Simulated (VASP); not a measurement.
Set up this calculation in VASP 6.6.1, as the native input.

```
Task                   : relaxation of cell and atoms
Functional             : PBEsol
Potentials or basis    : VASP PAW PBE potentials, release 64 (Ru_pv, Nb_sv, C)
Cutoff                 : 600 eV
k mesh                 : 7 × 7 × 7
Occupations            : fermi-dirac, width 0.05 eV
Spin                   : no spin polarisation
Dipole correction      : no
Further INCAR settings : ALGO = Normal; EDIFF = 1e-06; IBRION = 2; EDIFFG = -0.01; NSW = 60; ISIF = 3
```

The structure of NbRu3C lies in POSCAR:

```
NbRu3C
1.0
    4.0651380000      0.0000000000      0.0000000000
    0.0000000000      4.0651380000      0.0000000000
    0.0000000000      0.0000000000      4.0651380000
Ru Nb C
3 1 1
Direct
    0.5000000000      0.5000000000      0.0000000000
    0.5000000000      0.0000000000      0.5000000000
    0.0000000000      0.5000000000      0.5000000000
    0.0000000000      0.0000000000      0.0000000000
    0.5000000000      0.5000000000      0.5000000000
```

One way to write it, as run:

INCAR

```
ALGO = Normal
EDIFF = 1E-6
EDIFFG = -0.01
ENCUT = 600
GGA = PS
IBRION = 2
ISIF = 3
ISMEAR = -1
LASPH = True
LCHARG = False
LREAL = False
LWAVE = False
NELM = 60
NSW = 60
PREC = Accurate
SIGMA = 0.05
```

KPOINTS

```
k-points
0
Gamma
  7 7 7
```

Potentials or basis: VASP PAW PBE potentials, release 64 (Ru_pv, Nb_sv, C).

Launch:

```bash
$ cat potpaw_PBE.64/Ru_pv/POTCAR potpaw_PBE.64/Nb_sv/POTCAR potpaw_PBE.64/C/POTCAR > POTCAR
$ mpirun -np 1 vasp_std > vasp.out
```

It gave:

- Relaxed volume: 12.88 Å³/atom
- Relaxed cell: a = 4.008 Å, b = 4.008 Å, c = 4.008 Å, α = 90.00°, β = 90.00°, γ = 90.00°
- Space group after relaxing (to 0.05 Å): Pm-3m (No. 221)
- Energy gained by relaxing: 21.6 meV/atom
- Ionic steps: 4
- Pressure after relaxing: 0.0 GPa

Caveat: the PAW data sets were made with another functional, which shifts forces and pressure a little.

Run time: 2.7 min on 1 thread of Intel(R) Xeon(R) Platinum 8375C CPU @ 2.90GHz (Ice Lake), with other jobs on the host, peak memory 0.22 GiB.
